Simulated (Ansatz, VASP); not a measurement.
Two plane-wave programs on ZnSe

```
CELL_PARAMETERS angstrom
0.00000 2.86588 2.86588
2.86588 0.00000 2.86588
2.86588 2.86588 0.00000
ATOMIC_POSITIONS crystal
Zn 0.00000 0.00000 0.00000
Se 0.75000 0.75000 0.75000
```

Alike in both runs: functional PBE; k mesh 8 × 8 × 8; occupations gaussian, width 0.02 eV; no spin polarisation.

Ansatz relaxed the structure, and its values are those at the end. VASP's run is a single point on that final structure, the one shown.

|  | VASP | Ansatz |
| --- | --- | --- |
| version | VASP 6.6.1 | Ansatz 0.2.0 |
| potentials or method | VASP PAW PBE potentials, release 64 (Zn, Se), cutoff 520 eV | scalar-relativistic, plane waves, PAW |
| valence electrons in the cell | 18 | 28 |

```csv
,VASP,Ansatz,Ansatz less VASP
gap on the k mesh at the Fermi level (eV),1.16,1.15,-0.001
least direct gap on the mesh (eV),1.16,1.15,-0.001
pressure (GPa),0.2,0.0,-0.21
```

VASP's potentials hold 18 valence electrons a cell and Ansatz's 28, so a difference there can come from the potentials and not from the codes.
